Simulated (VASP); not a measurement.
Here is a VASP 6.6.1 calculation.

INCAR

```
SYSTEM = O
  PREC = Accurate
  ENCUT = 520
  EDIFF = 1E-6
  ISMEAR = -1
  SIGMA = 0.05
  LREAL = .False.
  LASPH = .True.
  NELM = 150
  ALGO = Normal
  ISIF = 2
  LWAVE = .False.
  LCHARG = .False.
  ISPIN = 2
  MAGMOM = 1 1 1 1 1 1 1 1 1 1 1 1
  LORBIT = 11
  GGA = PE
  NBANDS = 52
```

File KPOINTS:

```
regular mesh
0
Gamma
  1 1 1
  0 0 0
```

POSCAR

```
O
1.0
    6.0876040000      0.0000000000      0.0000000000
    0.0000000000      6.0876040000      0.0000000000
    0.0000000000      0.0000000000      6.0876040000
O
12
Direct
    0.2086991936      0.3783333757      0.5934345767
    0.1964162311      0.2787516243      0.4201471515
    0.6006165762      0.6770383790      0.6265404263
    0.4653325646      0.7981183073      0.5426943111
    0.8709780318      0.8772771231      0.2588084593
    1.0058931800      0.8040416944      0.3870275411
    0.3079673781      0.6580059254      0.0365393593
    0.3597351878      0.8514489347      0.0316024625
    0.9282816650      0.0472566710      0.8173823023
    0.7794159466      0.1421437924      0.7231598188
    0.7806905496      0.4240030807      0.1106640126
    0.6543136958      0.3230838918      0.2289344785
```

Potentials or basis: VASP PAW PBE potentials, release 64 (O).

Command:

```sh
$ cat potpaw_PBE.64/O/POTCAR > POTCAR
$ mpirun -np 1 vasp_gam > vasp.out
```

(1) Estimate the pressure.

(2) What does it give for the net moment?

(3) What does it give for the band gap on the k mesh?

(4) Predict the site moments.

## Answers

(1) 2.8 GPa.

(2) 12.00 μB per cell.

(3) 1.70 eV.

(4) O +0.81 μB.

Caveat: the k points lie up to 1.03 Å⁻¹ apart; the standard files for N, O and F lose accuracy on very short bonds.
